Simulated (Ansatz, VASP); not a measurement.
# Two plane-wave programs on TePb

```xyz
2
Lattice="0.0000 3.1897 3.1897 3.1897 0.0000 3.1897 3.1897 3.1897 0.0000" Properties=species:S:1:pos:R:3 pbc="T T T"
Pb    0.0000    0.0000    0.0000
Te    3.1897    3.1897    3.1897
```

Alike in both runs: functional LDA; k mesh 10 × 10 × 10; occupations gaussian, width 0.02 eV; no spin polarisation.

Ansatz relaxed the structure, and its values are those at the end. VASP's run is a single point on that final structure, the one shown.

|  | VASP | Ansatz |
| --- | --- | --- |
| version | VASP 6.6.1 | Ansatz 0.2.0 |
| potentials or method | VASP PAW LDA potentials, release 64 (Pb_d, Te), cutoff 500 eV | scalar-relativistic, plane waves, PAW |
| valence electrons in the cell | 20 | 30 |

Ansatz gave:

| Property | Result |
| --- | --- |
| gap on the k mesh at the Fermi level (eV) | 0.57 |
| least direct gap on the mesh (eV) | 0.57 |
| pressure (GPa) | 0.0 |

Task: What did VASP give for the same quantities?

Result: gap on the k mesh at the Fermi level (eV): 0.55; least direct gap on the mesh (eV): 0.55; pressure (GPa): 0.1.

LDA's correlation is that of Perdew and Zunger in VASP and of Perdew and Wang (1992) in Ansatz. VASP's potentials hold 20 valence electrons a cell and Ansatz's 30, so a difference there can come from the potentials and not from the codes.

Neither program's run includes spin-orbit coupling.
